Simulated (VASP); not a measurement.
# WS2 in VASP: further runs

Aim: see how the results for WS2 move with the level of theory and the settings. Levels: LDA, PBEsol. Tasks: single point.

Everything below comes from runs of VASP 6.6.1. Logs are shortened: lines on timing, memory, paths and dates and some standing lists are left out, and cuts for length are marked.

## Step 1: The cell of the first run

The cell holds a slab with vacuum, 3 atoms: a = 3.184 Å, b = 3.184 Å, c = 16.951 Å, α = 90.00°, β = 90.00°, γ = 120.00°.

## Step 2: Single point, LDA

File INCAR:

```
PREC = Accurate
ENCUT = 520
EDIFF = 1E-6
ISMEAR = -1
SIGMA = 0.05
LREAL = F
LASPH = T
NELM = 100
ALGO = Normal
ISIF = 2
LWAVE = F
LCHARG = F
NBANDS = 20
```

File KPOINTS:

```
Automatic mesh
0
Gamma
  10 10 2
```

File POSCAR:

```
WS2
1.0
    3.1835163552      0.0000000000      0.0000000000
   -1.5917581776      2.7570060369      0.0000000000
    0.0000000000      0.0000000000     16.9505778900
W S
1 2
Direct
    0.0000000000      0.0000000000      0.0000000000
    0.3333333333      0.6666666667      0.0920005100
    0.3333333333      0.6666666667      0.9079994900
```

Potentials or basis: VASP PAW LDA potentials, release 64 (W_sv, S).

Started as:

```bash
$ cat potpaw_LDA.64/W_sv/POTCAR potpaw_LDA.64/S/POTCAR > POTCAR
$ mpirun -np 1 vasp_std > vasp.out
```

OUTCAR:

```text
PREC = Accurate
   ENCUT = 520
   EDIFF = 1E-6
   ISMEAR = -1
   LREAL = F
   LASPH = T
   NELM = 100
   ISIF = 2

 ion  position               nearest neighbor table
   1  0.000  0.000  0.000-   2 2.41   3 2.41   2 2.41   3 2.41   2 2.41   3 2.41
   2  0.333  0.667  0.092-   1 2.41   1 2.41   1 2.41
   3  0.333  0.667  0.908-   1 2.41   1 2.41   1 2.41

  LATTYP: Found a hexagonal cell.
 ALAT       =     3.1835163552
 C/A-ratio  =     5.3244827413

  Lattice vectors:

 A1 = (   3.1835163552,   0.0000000000,   0.0000000000)
 A2 = (  -1.5917581776,   2.7570060369,   0.0000000000)
 A3 = (   0.0000000000,   0.0000000000,  16.9505778900)

Analysis of symmetry for initial positions (statically):
=====================================================================
 Subroutine PRICEL returns:
 Original cell was already a primitive cell.

 Routine SETGRP: Setting up the symmetry group for a
 hexagonal supercell.

 Subroutine GETGRP returns: Found 12 space group operations
 (whereof 12 operations were pure point group operations)
 out of a pool of 24 trial point group operations.

The static configuration has the point symmetry D_3h.

Analysis of symmetry for dynamics (positions and initial velocities):
=====================================================================
 Subroutine PRICEL returns:
 Original cell was already a primitive cell.

 Routine SETGRP: Setting up the symmetry group for a
 hexagonal supercell.

 Subroutine GETGRP returns: Found 12 space group operations
 (whereof 12 operations were pure point group operations)
 out of a pool of 24 trial point group operations.

The dynamic configuration has the point symmetry D_3h.

 Subroutine INISYM returns: Found 12 space group operations
 (whereof 12 operations are pure point group operations),
 and found     1 'primitive' translations

----------------------------------------------------------------------------------------

                                     Primitive cell

  volume of cell :     148.7748

  direct lattice vectors                    reciprocal lattice vectors
     3.183516355  0.000000000  0.000000000     0.314118066  0.181356150  0.000000000
    -1.591758178  2.757006037  0.000000000     0.000000000  0.362712300  0.000000000
     0.000000000  0.000000000 16.950577890     0.000000000  0.000000000  0.058995039

  length of vectors
     3.183516355  3.183516355 16.950577890     0.362712300  0.362712300  0.058995039

  position of ions in fractional coordinates (direct lattice)
     0.000000000  0.000000000  0.000000000
     0.333333333  0.666666667  0.092000510
     0.333333333  0.666666667  0.907999490

  ion indices of the primitive-cell ions
   primitive index   ion index
                 1           1
                 2           2
                 3           3

----------------------------------------------------------------------------------------

 KPOINTS: Automatic mesh

Automatic generation of k-mesh.
 Grid dimensions read from file:
 generate k-points for:   10   10    2

 Generating k-lattice:

  Cartesian coordinates                     Fractional coordinates (reciprocal lattice)
     0.031411807  0.018135615  0.000000000     0.100000000 -0.000000000  0.000000000
     0.000000000  0.036271230  0.000000000     0.000000000  0.100000000  0.000000000
     0.000000000  0.000000000  0.029497519     0.000000000  0.000000000  0.500000000

  Length of vectors
     0.036271230  0.036271230  0.029497519

  Shift w.r.t. Gamma in fractional coordinates (k-lattice)
     0.000000000  0.000000000  0.000000000

 Subroutine IBZKPT returns following result:
 ===========================================

 Found     28 irreducible k-points:

 Following reciprocal coordinates:
            Coordinates               Weight
  0.000000  0.000000  0.000000      1.000000
  0.100000  0.000000  0.000000      6.000000
  0.200000  0.000000  0.000000      6.000000
  0.300000  0.000000  0.000000      6.000000
  0.400000 -0.000000  0.000000      6.000000
  0.500000  0.000000  0.000000      3.000000
[... 16 lines left out ...]
  0.300000  0.100000  0.500000     12.000000
  0.400000  0.100000  0.500000     12.000000
 [... further k-points ...]
   k-points           NKPTS =     28   k-points in BZ     NKDIM =     28   number of bands    NBANDS=     20
   number of dos      NEDOS =    301   number of ions     NIONS =      3
   total plane-waves  NPLWV =  72576
   dimension x,y,z NGX =    24 NGY =   24 NGZ =  126
   dimension x,y,z NGXF=    48 NGYF=   48 NGZF=  252
   ions per type =               1   2
   NGX,Y,Z   is equivalent  to a cutoff of  12.53, 12.53, 12.36 a.u.
   NGXF,Y,Z  is equivalent  to a cutoff of  25.07, 25.07, 24.72 a.u.
 SYSTEM =  unknown system
   PREC   = accura    normal or accurate (medium, high low for compatibility)
   ISTART =      0    job   : 0-new  1-cont  2-samecut
   ICHARG =      2    charge: 1-file 2-atom 10-const
   ISPIN  =      1    spin polarized calculation?
   LNONCOLLINEAR =      F non collinear calculations
   LSORBIT =      F    spin-orbit coupling
   LASPH  =      T    aspherical Exc in radial PAW
   ENCUT  =  520.0 eV  38.22 Ry    6.18 a.u.   5.92  5.92 31.52*2*pi/ulx,y,z
   NELM   =    100;   NELMIN=  2; NELMDL= -5     # of ELM steps
   EDIFF  = 0.1E-05   stopping-criterion for ELM
   LREAL  =      F    real-space projection
   EDIFFG = 0.1E-04   stopping-criterion for IOM
   NSW    =      0    number of steps for IOM
   IBRION =     -1    ionic relax: 0-MD 1-quasi-New 2-CG
   NFREE  =      0    steps in history (QN), initial steepest desc. (CG)
   ISIF   =      2    stress and relaxation
   ISYM   =      2    0-nonsym 1-usesym 2-fastsym
   POTIM  = 0.5000    time-step for ionic-motion
   TEBEG  =    0.0;   TEEND  =   0.0 temperature during run
   PSTRESS=    0.0 pullay stress
   NELECT =      26.0000    total number of electrons
   NUPDOWN=      -1.0000    fix difference up-down
   EMIN   =  10.00;   EMAX   =-10.00  energy-range for DOS
   EFERMI =   0.00;   METHOD = LEGACY
   ISMEAR =    -1;   SIGMA  =   0.05  broadening in eV -4-tet -1-fermi 0-gaus
   EFERMI_NEDOS =   21; number of points for ismear=-14 and -15
   IALGO  =     38    algorithm
   IMIX   =      4    mixing-type and parameters
     AMIX     =   0.40;   BMIX     =  1.00
     AMIX_MAG =   1.60;   BMIX_MAG =  1.00
  volume/ion in A,a.u.               =      49.59       334.66
  Fermi-wavevector in a.u.,A,eV,Ry     =   0.915285  1.729637 11.398226  0.837746
  Thomas-Fermi vector in A             =   2.040009
   LORBIT       =      0    0 simple, 1 ext, 2 COOP (PROOUT), +10 PAW based schemes
   GGA     = CA    functional components
   LHFCALC =     F    Hartree Fock is set to
   AEXX    =    0.0000 exact exchange contribution
   IVDW    =     0    specifies the selected vdW correction
   LEPSILON=     F    determine dielectric tensor
   LRPA    =     F    only Hartree local field effects (RPA)
 non-spin polarized calculation
  energy-cutoff  :      520.00
  volume of cell :      148.77
 maximum number of plane-waves:      4035
 NGX is ok and might be reduce to    24
   NGX = 11   NGY = 11   NGZ = 63

 number of electron      25.9999999 magnetization

 Free energy of the ion-electron system (eV)
  ---------------------------------------------------
  ext. energy  EPLUGINS =         0.00000000
  ---------------------------------------------------
  free energy    TOTEN  =       -26.11654907 eV

  energy without entropy =      -26.11654907  energy(sigma->0) =      -26.11654907

 E-fermi :  -0.4842     XC(G=0):  -4.6388

 val. band max:       -1.4529241618   @ k =   0.0000   0.0000   0.5000
 cond. band min:       0.5361876331   @ k =   0.3000   0.3000   0.0000
 fundamental gap:      1.9891117948
 Fermi energy:        -0.4841653203

 k-point     1 :       0.0000    0.0000    0.0000
  band No.  band energies     occupation
      1     -74.9872      2.00000
      2     -39.4951      2.00000
      3     -39.3360      2.00000
      4     -39.3360      2.00000
      5     -16.1091      2.00000
      6     -14.4282      2.00000
[... 12 lines left out ...]
     19       4.2670      0.00000
     20       4.2735      0.00000

 k-point     2 :       0.1000    0.0000    0.0000
  band No.  band energies     occupation
      1     -74.9856      2.00000
      2     -39.4892      2.00000
      3     -39.3692      2.00000
      4     -39.3437      2.00000
      5     -15.9437      2.00000
      6     -14.3696      2.00000
[... 12 lines left out ...]
     19       4.4609      0.00000
     20       4.7357      0.00000

 k-point     3 :       0.2000    0.0000    0.0000
  band No.  band energies     occupation
      1     -74.9813      2.00000
      2     -39.4735      2.00000
      3     -39.4553      2.00000
      4     -39.3639      2.00000
      5     -15.4843      2.00000
      6     -14.2076      2.00000
[... 12 lines left out ...]
     19       5.0015      0.00000
     20       5.7524      0.00000

 k-point     4 :       0.3000    0.0000    0.0000
  band No.  band energies     occupation
      1     -74.9759      2.00000
      2     -39.5599      2.00000
      3     -39.4541      2.00000
      4     -39.3886      2.00000
      5     -14.8444      2.00000
      6     -13.9869      2.00000
[... 12 lines left out ...]
     19       5.7158      0.00000
     20       6.0029      0.00000

 k-point     5 :       0.4000   -0.0000    0.0000
  band No.  band energies     occupation
      1     -74.9716      2.00000
      2     -39.6432      2.00000
      3     -39.4384      2.00000
      4     -39.4086      2.00000
      5     -14.2353      2.00000
      6     -13.7871      2.00000
[... 12 lines left out ...]
     19       6.0670      0.00000
     20       6.1570      0.00000

 k-point     6 :       0.5000    0.0000    0.0000
  band No.  band energies     occupation
      1     -74.9700      2.00000
      2     -39.6748      2.00000
      3     -39.4324      2.00000
      4     -39.4162      2.00000
      5     -13.9690      2.00000
      6     -13.7044      2.00000
[... 12 lines left out ...]
     19       6.1875      0.00000
     20       6.4700      0.00000

 k-point     7 :       0.1000    0.1000    0.0000
  band No.  band energies     occupation
      1     -74.9826      2.00000
      2     -39.4784      2.00000
      3     -39.4265      2.00000
      4     -39.3600      2.00000
      5     -15.6309      2.00000
      6     -14.2589      2.00000
[... 12 lines left out ...]
     19       4.8324      0.00000
     20       5.5831      0.00000
[... 277 lines left out ...]
 k-point    20 :       0.5000    0.0000    0.5000
  band No.  band energies     occupation
      1     -74.9700      2.00000
      2     -39.6747      2.00000
      3     -39.4324      2.00000
      4     -39.4162      2.00000
      5     -13.9690      2.00000
      6     -13.7044      2.00000
[... 12 lines left out ...]
     19       6.1873      0.00000
     20       6.4707      0.00000

 k-point    21 :       0.1000    0.1000    0.5000
  band No.  band energies     occupation
      1     -74.9826      2.00000
      2     -39.4784      2.00000
      3     -39.4265      2.00000
      4     -39.3600      2.00000
      5     -15.6309      2.00000
      6     -14.2588      2.00000
[... 12 lines left out ...]
     19       4.6675      0.00000
     20       5.9931      0.00000

 k-point    22 :       0.2000    0.1000    0.5000
  band No.  band energies     occupation
      1     -74.9778      2.00000
      2     -39.5160      2.00000
      3     -39.4609      2.00000
      4     -39.3883      2.00000
      5     -15.0775      2.00000
      6     -14.0644      2.00000
[... 12 lines left out ...]
     19       5.3649      0.00000
     20       6.6397      0.00000

 k-point    23 :       0.3000    0.1000    0.5000
  band No.  band energies     occupation
      1     -74.9730      2.00000
      2     -39.6038      2.00000
      3     -39.4433      2.00000
      4     -39.4168      2.00000
      5     -14.4397      2.00000
      6     -13.8459      2.00000
[... 12 lines left out ...]
     19       6.1371      0.00000
     20       6.1731      0.00000

 k-point    24 :       0.4000    0.1000    0.5000
  band No.  band energies     occupation
      1     -74.9700      2.00000
      2     -39.6574      2.00000
      3     -39.4343      2.00000
      4     -39.4324      2.00000
      5     -13.9795      2.00000
      6     -13.6951      2.00000
[... 12 lines left out ...]
     19       6.7106      0.00000
     20       6.7698      0.00000

 [... further k-points ...]

------------------------ aborting loop because EDIFF is reached ----------------------------------------

  FORCE on cell =-STRESS in cart. coord.  units (eV):
  Direction    XX          YY          ZZ          XY          YZ          ZX
  --------------------------------------------------------------------------------------
  -------------------------------------------------------------------------------------
  Total       -2.1419260     -2.1419260     -1.1444578     -0.0000000      0.0000000     -0.0000000
  in kB      -23.0667144    -23.0667144    -12.3248331     -0.0000000      0.0000000     -0.0000000
  external PRESSURE =     -19.4860873 kB  Pullay stress =       0.0000000 kB

 VOLUME and BASIS-vectors are now :
 -----------------------------------------------------------------------------
  energy-cutoff  :      520.00
  volume of cell :      148.77
      direct lattice vectors                 reciprocal lattice vectors
     3.183516355  0.000000000  0.000000000     0.314118066  0.181356150  0.000000000
    -1.591758178  2.757006037  0.000000000     0.000000000  0.362712300  0.000000000
     0.000000000  0.000000000 16.950577890     0.000000000  0.000000000  0.058995039

 POSITION                                       TOTAL-FORCE (eV/Angst)
 -----------------------------------------------------------------------------------
      0.00000      0.00000      0.00000         0.000000      0.000000      0.000000
     -0.00000      1.83800      1.55946         0.000000     -0.000000     -0.357728
     -0.00000      1.83800     15.39112        -0.000000     -0.000000      0.357728
 -----------------------------------------------------------------------------------
    total drift:                                0.000000     -0.000000     -0.000000

  FREE ENERGIE OF THE ION-ELECTRON SYSTEM (eV)
  ---------------------------------------------------
  free  energy   TOTEN  =       -26.1165490713 eV

  energy  without entropy=      -26.1165490709  energy(sigma->0) =      -26.11654907
```

Run time: 2.8 min. Hardware: 1 thread of AMD EPYC 7R13, shared host; peak memory 0.22 GiB.

What came out:

| Property | Result |
| --- | --- |
| Free energy | -26.1165 eV |
| Largest force | 0.358 eV/Å |
| Band gap on the k mesh | 1.99 eV (least direct gap 2.15 eV) |

Forces on the atoms (eV/Å):
```
W    0.000  0.000  0.000
S    0.000  0.000 -0.358
S    0.000  0.000  0.358
```

Levels at points of the mesh, in eV from the valence-band top:
```csv
k point,band 10,band 11,band 12,band 13,band 14,band 15,band 16,band 17
"(0.00, 0.00, 0.00)",-2.03,-1.63,-1.63,0.00,2.90,2.90,3.10,3.10
"(0.50, 0.00, 0.00)",-3.41,-2.04,-1.22,-0.87,2.82,3.29,4.04,4.78
"(0.00, 0.00, 0.50)",-2.03,-1.63,-1.63,0.00,2.90,2.90,3.10,3.10
"(0.50, 0.00, 0.50)",-3.41,-2.04,-1.22,-0.87,2.82,3.29,4.04,4.78
```

Caveat: spin-orbit coupling is left out, which moves the levels of the heavy elements.

## Step 3: Single point, PBEsol (46.62 Å³/atom)

This run uses another cell than the first one.

File INCAR:

```
SYSTEM = WS2
ALGO     = Normal         ! electronic algorithm
EDIFF    = 1E-7           ! SCF threshold, eV
ENCUT    = 520            ! plane-wave cutoff, eV
GGA      = PS             ! functional
ISIF     = 2              ! what is computed and relaxed
ISMEAR   = -1             ! smearing method
LASPH    = .True.         ! aspherical terms in the spheres
LCHARG   = .False.        ! write CHGCAR
LREAL    = .False.        ! projectors in reciprocal space
LWAVE    = .False.        ! write WAVECAR
NBANDS   = 20             ! bands
NELM     = 80             ! most SCF steps
PREC     = Accurate       ! precision mode
SIGMA    = 0.05           ! smearing width, eV
```

File KPOINTS:

```
k-points
0
Gamma
  10 10 2
  0 0 0
```

File POSCAR:

```
WS2
1.0
    3.1185283984      0.0000000000      0.0000000000
   -1.5592641992      2.7007248154      0.0000000000
    0.0000000000      0.0000000000     16.6045506357
W S
1 2
Direct
    0.0000000000      0.0000000000      0.0000000000
    0.3333333333      0.6666666667      0.0920005100
    0.3333333333      0.6666666667      0.9079994900
```

Potentials or basis: VASP PAW PBE potentials, release 64 (W_sv, S).

Started as:

```bash
$ cat potpaw_PBE.64/W_sv/POTCAR potpaw_PBE.64/S/POTCAR > POTCAR
$ mpirun -np 1 vasp_std > vasp.out
```

It took 2.3 min on 1 thread of Intel Xeon 8259CL, shared host; peak memory 0.28 GiB.

The run converged. Its results:

```yaml
Free_energy: -25.1866 eV
Largest_force: 1.103 eV/Å
Band_gap_on_the_k_mesh: 2.18 eV (least direct gap 2.34 eV)
```

Forces on the atoms (eV/Å):
```
W    0.000  0.000  0.000
S    0.000  0.000  1.103
S    0.000  0.000 -1.103
```

Levels at points of the mesh, in eV from the valence-band top:
| k point | band 10 | band 11 | band 12 | band 13 | band 14 | band 15 | band 16 | band 17 |
| --- | --- | --- | --- | --- | --- | --- | --- | --- |
| (0.00, 0.00, 0.00) | -2.11 | -1.67 | -1.67 | 0.00 | 3.13 | 3.13 | 3.43 | 3.43 |
| (0.50, 0.00, 0.00) | -3.60 | -2.09 | -1.21 | -0.93 | 3.13 | 3.62 | 4.27 | 5.20 |
| (0.00, 0.00, 0.50) | -2.11 | -1.67 | -1.67 | 0.00 | 3.13 | 3.13 | 3.43 | 3.43 |
| (0.50, 0.00, 0.50) | -3.60 | -2.09 | -1.21 | -0.93 | 3.13 | 3.62 | 4.27 | 5.20 |

Caveat: the PAW data sets were made with another functional, which shifts forces and pressure a little; spin-orbit coupling is left out, which moves the levels of the heavy elements.

(Part 1 of 2 ends here.)
